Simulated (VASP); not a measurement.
Runs of VASP 6.6.1 on Ge. The structure is that of space group Fd-3m (No. 227), or close to it. The cells are those of the table. 

| cell | gap on the mesh (eV) | pressure (GPa) |
| --- | --- | --- |
| a = 4.180 Å, angles 60.0°, 2 atoms | none | -3.8 |
| a = 4.173, b = 4.173, c = 4.045 Å, angles 61.0, 61.0, 58.0°, 2 atoms | none | (b) |
| a = 4.231 Å, angles 60.0°, 2 atoms | none | -5.1 |
| a = 3.962 Å, angles 60.0°, 2 atoms | 0.28 | 5.9 |
| a = 4.119, b = 4.119, c = 3.992 Å, angles 61.0, 61.0, 58.0°, 2 atoms | none | (a) |

Alike in all rows: task single point; level PBE; potentials or basis VASP PAW PBE potentials, release 64 (Ge_d); no spin polarisation; k mesh 14 × 14 × 14; cutoff (eV) 520; smearing gaussian 0.15 eV.

Fill in the values left out.

(a) -0.1; (b) -2.1.

A k mesh can miss the band edges, and the runs leave out spin-orbit coupling on Ge.

A gap of «none» marks levels without a gap at the run's occupations.
